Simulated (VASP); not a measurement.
# SnO2 (P4_2/mnm) in VASP: further runs

Aim: see how the results for SnO2 move with the level of theory and the settings. Levels: r2SCAN, PBE. Tasks: single point.

Everything below comes from runs of VASP 6.6.1. Logs are shortened: lines on timing, memory, paths and dates and some standing lists are left out, and cuts for length are marked.

### Step 1. The cell of the first run

It takes space group P4_2/mnm (No. 136, tetragonal). The conventional cell has a = 4.761 Å, b = 4.761 Å, c = 3.200 Å, α = 90.00°, β = 90.00°, γ = 90.00°. Within 2.7 Å of Sn (site symmetry mmm) lie 6 O at 2.06 to 2.07 Å. O (site symmetry m2m) has 3 Sn at 2.06 to 2.07 Å and 1 O at 2.61 Å within 2.7 Å.

### Step 2. Single point, r2SCAN

Contents of POSCAR:

```
SnO2
1.0
    4.7605736665      0.0000000000      0.0000000000
    0.0000000000      4.7605736665      0.0000000000
    0.0000000000      0.0000000000      3.2000803270
Sn O
2 4
Direct
    0.0000000000      0.0000000000      0.0000000000
    0.5000000000      0.5000000000      0.5000000000
    0.3058781130      0.3058781130      0.0000000000
    0.1941218870      0.8058781130      0.5000000000
    0.8058781130      0.1941218870      0.5000000000
    0.6941218870      0.6941218870      0.0000000000
```

Contents of INCAR.step1:

```
SYSTEM = SnO2
ALGO = Normal
EDIFF = 1E-4
ENCUT = 520
GGA = PE
ISMEAR = 0
LASPH = .TRUE.
LCHARG = .FALSE.
LREAL = .FALSE.
LWAVE = .TRUE.
NBANDS = 35
NELM = 100
PREC = Accurate
SIGMA = 0.01
```

Contents of INCAR.step2:

```
SYSTEM = SnO2
ALGO = Normal
EDIFF = 1E-7
ENCUT = 520
ISIF = 2
ISMEAR = 0
ISTART = 1
LASPH = .TRUE.
LCHARG = .FALSE.
LMIXTAU = .TRUE.
LREAL = .FALSE.
LWAVE = .FALSE.
METAGGA = R2SCAN
NBANDS = 35
NELM = 100
PREC = Accurate
SIGMA = 0.01
```

Contents of KPOINTS:

```
k-points
0
G
  4 4 6
  0 0 0
```

Potentials or basis: VASP PAW PBE potentials, release 64 (Sn_d, O).

Launch:

```
cat potpaw_PBE.64/Sn_d/POTCAR potpaw_PBE.64/O/POTCAR > POTCAR
cp INCAR.step1 INCAR
mpirun -np 1 vasp_std > vasp.out
cp INCAR.step2 INCAR
mpirun -np 1 vasp_std > vasp.out
```

OUTCAR:

```text
SYSTEM = SnO2
   EDIFF = 1E-7
   ENCUT = 520
   ISIF = 2
   ISMEAR = 0
   ISTART = 1
   LASPH = .TRUE.
   LREAL = .FALSE.
   METAGGA = R2SCAN
   NELM = 100
   PREC = Accurate

 ion  position               nearest neighbor table
   1  0.000  0.000  0.000-   3 2.06   6 2.06   5 2.07   4 2.07   4 2.07   5 2.07   2 3.73   2 3.73
                             2 3.73   2 3.73   2 3.73   2 3.73   2 3.73   2 3.73
   2  0.500  0.500  0.500-   4 2.06   5 2.06   3 2.07   6 2.07   3 2.07   6 2.07   1 3.73   1 3.73
                             1 3.73   1 3.73   1 3.73   1 3.73   1 3.73   1 3.73
   3  0.306  0.306  0.000-   1 2.06   2 2.07   2 2.07
   4  0.194  0.806  0.500-   2 2.06   1 2.07   1 2.07
   5  0.806  0.194  0.500-   2 2.06   1 2.07   1 2.07
   6  0.694  0.694  0.000-   1 2.06   2 2.07   2 2.07

  LATTYP: Found a simple tetragonal cell.
 ALAT       =     4.7605736665
 C/A-ratio  =     0.6722047701

  Lattice vectors:

 A1 = (   4.7605736665,   0.0000000000,   0.0000000000)
 A2 = (   0.0000000000,   4.7605736665,   0.0000000000)
 A3 = (   0.0000000000,   0.0000000000,   3.2000803270)

Analysis of symmetry for initial positions (statically):
=====================================================================
 Subroutine PRICEL returns:
 Original cell was already a primitive cell.

 Routine SETGRP: Setting up the symmetry group for a
 simple tetragonal supercell.

 Subroutine GETGRP returns: Found 16 space group operations
 (whereof  8 operations were pure point group operations)
 out of a pool of 16 trial point group operations.

The static configuration has the point symmetry D_2h.
 The point group associated with its full space group is D_4h.

Analysis of symmetry for dynamics (positions and initial velocities):
=====================================================================
 Subroutine PRICEL returns:
 Original cell was already a primitive cell.

 Routine SETGRP: Setting up the symmetry group for a
 simple tetragonal supercell.

 Subroutine GETGRP returns: Found 16 space group operations
 (whereof  8 operations were pure point group operations)
 out of a pool of 16 trial point group operations.

The dynamic configuration has the point symmetry D_2h.
 The point group associated with its full space group is D_4h.

 Subroutine INISYM returns: Found 16 space group operations
 (whereof  8 operations are pure point group operations),
 and found     1 'primitive' translations

----------------------------------------------------------------------------------------

                                     Primitive cell

  volume of cell :      72.5236

  direct lattice vectors                    reciprocal lattice vectors
     4.760573667  0.000000000  0.000000000     0.210058718  0.000000000  0.000000000
     0.000000000  4.760573667  0.000000000     0.000000000  0.210058718  0.000000000
     0.000000000  0.000000000  3.200080327     0.000000000  0.000000000  0.312492156

  length of vectors
     4.760573667  4.760573667  3.200080327     0.210058718  0.210058718  0.312492156

  position of ions in fractional coordinates (direct lattice)
     0.000000000  0.000000000  0.000000000
     0.500000000  0.500000000  0.500000000
     0.305878113  0.305878113  0.000000000
     0.194121887  0.805878113  0.500000000
     0.805878113  0.194121887  0.500000000
     0.694121887  0.694121887  0.000000000

  ion indices of the primitive-cell ions
   primitive index   ion index
                 1           1
                 2           2
                 3           3
                 4           4
                 5           5
                 6           6

----------------------------------------------------------------------------------------

 KPOINTS: k-points

Automatic generation of k-mesh.
 Grid dimensions read from file:
 generate k-points for:    4    4    6

 Generating k-lattice:

  Cartesian coordinates                     Fractional coordinates (reciprocal lattice)
     0.052514679  0.000000000  0.000000000     0.250000000  0.000000000  0.000000000
     0.000000000  0.052514679  0.000000000     0.000000000  0.250000000  0.000000000
     0.000000000  0.000000000  0.052082026     0.000000000  0.000000000  0.166666667

  Length of vectors
     0.052514679  0.052514679  0.052082026

  Shift w.r.t. Gamma in fractional coordinates (k-lattice)
     0.000000000  0.000000000  0.000000000

 Subroutine IBZKPT returns following result:
 ===========================================

 Found     24 irreducible k-points:

 Following reciprocal coordinates:
            Coordinates               Weight
  0.000000  0.000000  0.000000      1.000000
  0.250000  0.000000  0.000000      4.000000
  0.500000  0.000000  0.000000      2.000000
  0.250000  0.250000  0.000000      4.000000
  0.500000  0.250000  0.000000      4.000000
  0.500000  0.500000  0.000000      1.000000
[... 16 lines left out ...]
  0.500000  0.250000  0.500000      4.000000
  0.500000  0.500000  0.500000      1.000000
   k-points           NKPTS =     24   k-points in BZ     NKDIM =     24   number of bands    NBANDS=     35
   number of dos      NEDOS =    301   number of ions     NIONS =      6
   total plane-waves  NPLWV =  31104
   dimension x,y,z NGX =    36 NGY =   36 NGZ =   24
   dimension x,y,z NGXF=    72 NGYF=   72 NGZF=   48
   ions per type =               2   4
   NGX,Y,Z   is equivalent  to a cutoff of  12.57, 12.57, 12.47 a.u.
   NGXF,Y,Z  is equivalent  to a cutoff of  25.14, 25.14, 24.94 a.u.
 SYSTEM =  SnO2
   PREC   = accura    normal or accurate (medium, high low for compatibility)
   ISTART =      1    job   : 0-new  1-cont  2-samecut
   ICHARG =      0    charge: 1-file 2-atom 10-const
   ISPIN  =      1    spin polarized calculation?
   LNONCOLLINEAR =      F non collinear calculations
   LSORBIT =      F    spin-orbit coupling
   LASPH  =      T    aspherical Exc in radial PAW
   ENCUT  =  520.0 eV  38.22 Ry    6.18 a.u.   8.85  8.85  5.95*2*pi/ulx,y,z
   NELM   =    100;   NELMIN=  2; NELMDL=  0     # of ELM steps
   EDIFF  = 0.1E-06   stopping-criterion for ELM
   LREAL  =      F    real-space projection
   EDIFFG = 0.1E-05   stopping-criterion for IOM
   NSW    =      0    number of steps for IOM
   IBRION =     -1    ionic relax: 0-MD 1-quasi-New 2-CG
   NFREE  =      0    steps in history (QN), initial steepest desc. (CG)
   ISIF   =      2    stress and relaxation
   ISYM   =      2    0-nonsym 1-usesym 2-fastsym
   POTIM  = 0.5000    time-step for ionic-motion
   TEBEG  =    0.0;   TEEND  =   0.0 temperature during run
   PSTRESS=    0.0 pullay stress
   NELECT =      52.0000    total number of electrons
   NUPDOWN=      -1.0000    fix difference up-down
   EMIN   =  10.00;   EMAX   =-10.00  energy-range for DOS
   EFERMI =   0.00;   METHOD = LEGACY
   ISMEAR =     0;   SIGMA  =   0.01  broadening in eV -4-tet -1-fermi 0-gaus
   EFERMI_NEDOS =   21; number of points for ismear=-14 and -15
   IALGO  =     38    algorithm
   IMIX   =      4    mixing-type and parameters
     AMIX     =   0.40;   BMIX     =  1.00
     AMIX_MAG =   1.60;   BMIX_MAG =  1.00
  volume/ion in A,a.u.               =      12.09        81.57
  Fermi-wavevector in a.u.,A,eV,Ry     =   1.465265  2.768949 29.211722  2.147001
  Thomas-Fermi vector in A             =   2.581142
   LORBIT       =      0    0 simple, 1 ext, 2 COOP (PROOUT), +10 PAW based schemes
   METAGGA = R2SCAN    functional components
   LHFCALC =     F    Hartree Fock is set to
   AEXX    =    0.0000 exact exchange contribution
   IVDW    =     0    specifies the selected vdW correction
   LEPSILON=     F    determine dielectric tensor
   LRPA    =     F    only Hartree local field effects (RPA)
 non-spin polarized calculation
 Gauss-broadening in eV      SIGMA  =   0.01
  energy-cutoff  :      520.00
  volume of cell :       72.52
 maximum number of plane-waves:      1992
 NGX is ok and might be reduce to    36
   NGX = 17   NGY = 17   NGZ = 11

 number of electron      52.0000003 magnetization

 Free energy of the ion-electron system (eV)
  ---------------------------------------------------
  ext. energy  EPLUGINS =         0.00000000
  ---------------------------------------------------
  free energy    TOTEN  =       -84.62880076 eV

  energy without entropy =      -84.62880076  energy(sigma->0) =      -84.62880076

 E-fermi :   5.6290     XC(G=0): -11.9690

 val. band max:        5.5572134685   @ k =   0.0000   0.0000   0.0000
 cond. band min:       7.3509458095   @ k =   0.0000   0.0000   0.0000
 fundamental gap:      1.7937323410
 Fermi energy:         5.6289965248

 k-point     1 :       0.0000    0.0000    0.0000
  band No.  band energies     occupation
      1     -16.1808      2.00000
      2     -15.2679      2.00000
      3     -14.9676      2.00000
      4     -14.9676      2.00000
      5     -14.9453      2.00000
      6     -14.9063      2.00000
[... 27 lines left out ...]
     34      18.6524      0.00000
     35      18.9939      0.00000

 k-point     2 :       0.2500    0.0000    0.0000
  band No.  band energies     occupation
      1     -16.0756      2.00000
      2     -15.4119      2.00000
      3     -14.9660      2.00000
      4     -14.9644      2.00000
      5     -14.9643      2.00000
      6     -14.9498      2.00000
[... 27 lines left out ...]
     34      18.5918      0.00000
     35      18.9159      0.00000

 k-point     3 :       0.5000    0.0000    0.0000
  band No.  band energies     occupation
      1     -15.7807      2.00000
      2     -15.7807      2.00000
      3     -14.9642      2.00000
      4     -14.9642      2.00000
      5     -14.9610      2.00000
      6     -14.9610      2.00000
[... 27 lines left out ...]
     34      18.7652      0.00000
     35      19.1332      0.00000

 k-point     4 :       0.2500    0.2500    0.0000
  band No.  band energies     occupation
      1     -16.0231      2.00000
      2     -15.5676      2.00000
      3     -14.9687      2.00000
      4     -14.9678      2.00000
      5     -14.9610      2.00000
      6     -14.9340      2.00000
[... 27 lines left out ...]
     34      18.5178      0.00000
     35      18.7603      0.00000

 k-point     5 :       0.5000    0.2500    0.0000
  band No.  band energies     occupation
      1     -15.8437      2.00000
      2     -15.8437      2.00000
      3     -14.9654      2.00000
      4     -14.9654      2.00000
      5     -14.9423      2.00000
      6     -14.9423      2.00000
[... 638 lines left out ...]
 k-point    22 :       0.2500    0.2500    0.5000
  band No.  band energies     occupation
      1     -16.1075      2.00000
      2     -15.9029      2.00000
      3     -15.3823      2.00000
      4     -14.9806      2.00000
      5     -14.7946      2.00000
      6     -14.7897      2.00000
[... 27 lines left out ...]
     34      18.5619      0.00000
     35      18.9713      0.00000

 k-point    23 :       0.5000    0.2500    0.5000
  band No.  band energies     occupation
      1     -16.0286      2.00000
      2     -16.0286      2.00000
      3     -15.1753      2.00000
      4     -15.1753      2.00000
      5     -14.7914      2.00000
      6     -14.7914      2.00000
[... 27 lines left out ...]
     34      18.0117      0.00000
     35      19.2063      0.00000

 k-point    24 :       0.5000    0.5000    0.5000
  band No.  band energies     occupation
      1     -15.9107      2.00000
      2     -15.9107      2.00000
      3     -15.3895      2.00000
      4     -15.3895      2.00000
      5     -14.7861      2.00000
      6     -14.7861      2.00000
[... 27 lines left out ...]
     34      17.6166      0.00000
     35      19.5193      0.00000

------------------------ aborting loop because EDIFF is reached ----------------------------------------

  FORCE on cell =-STRESS in cart. coord.  units (eV):
  Direction    XX          YY          ZZ          XY          YZ          ZX
  --------------------------------------------------------------------------------------
  -------------------------------------------------------------------------------------
  Total        0.4022161      0.4022161      0.6630636      0.0000000      0.0000000      0.0000000
  in kB        8.8856770      8.8856770     14.6482700      0.0000000      0.0000000      0.0000000
  external PRESSURE =      10.8065413 kB  Pullay stress =       0.0000000 kB

 VOLUME and BASIS-vectors are now :
 -----------------------------------------------------------------------------
  energy-cutoff  :      520.00
  volume of cell :       72.52
      direct lattice vectors                 reciprocal lattice vectors
     4.760573667  0.000000000  0.000000000     0.210058718  0.000000000  0.000000000
     0.000000000  4.760573667  0.000000000     0.000000000  0.210058718  0.000000000
     0.000000000  0.000000000  3.200080327     0.000000000  0.000000000  0.312492156

 POSITION                                       TOTAL-FORCE (eV/Angst)
 -----------------------------------------------------------------------------------
      0.00000      0.00000      0.00000         0.000000      0.000000      0.000000
      2.38029      2.38029      1.60004         0.000000      0.000000      0.000000
      1.45616      1.45616      0.00000        -0.016679     -0.016679      0.000000
      0.92413      3.83644      1.60004         0.016679     -0.016679      0.000000
      3.83644      0.92413      1.60004        -0.016679      0.016679     -0.000000
      3.30442      3.30442      0.00000         0.016679      0.016679     -0.000000
 -----------------------------------------------------------------------------------
    total drift:                                0.000000      0.000000      0.000000

  FREE ENERGIE OF THE ION-ELECTRON SYSTEM (eV)
  ---------------------------------------------------
  free  energy   TOTEN  =       -84.6288007620 eV

  energy  without entropy=      -84.6288007620  energy(sigma->0) =      -84.62880076
```

Wall time 3.2 min (1 thread of AMD EPYC 7R13 (Zen 3), shared host); peak memory 0.17 GiB.

Results:

* Free energy: -84.6288 eV
* Pressure: 1.1 GPa
* Largest force: 0.024 eV/Å
* Band gap on the k mesh: 1.79 eV, direct

Forces in eV/Å, atoms in the order of the input:
```
Sn   0.000  0.000  0.000
Sn   0.000  0.000  0.000
O   -0.017 -0.017  0.000
O    0.017 -0.017  0.000
O   -0.017  0.017  0.000
O    0.017  0.017  0.000
```

Caveat: the PAW data sets were made with another functional, which shifts forces and pressure a little; spin-orbit coupling is left out, which moves the levels of the heavy elements.

(Part 1 of 2 ends here.)
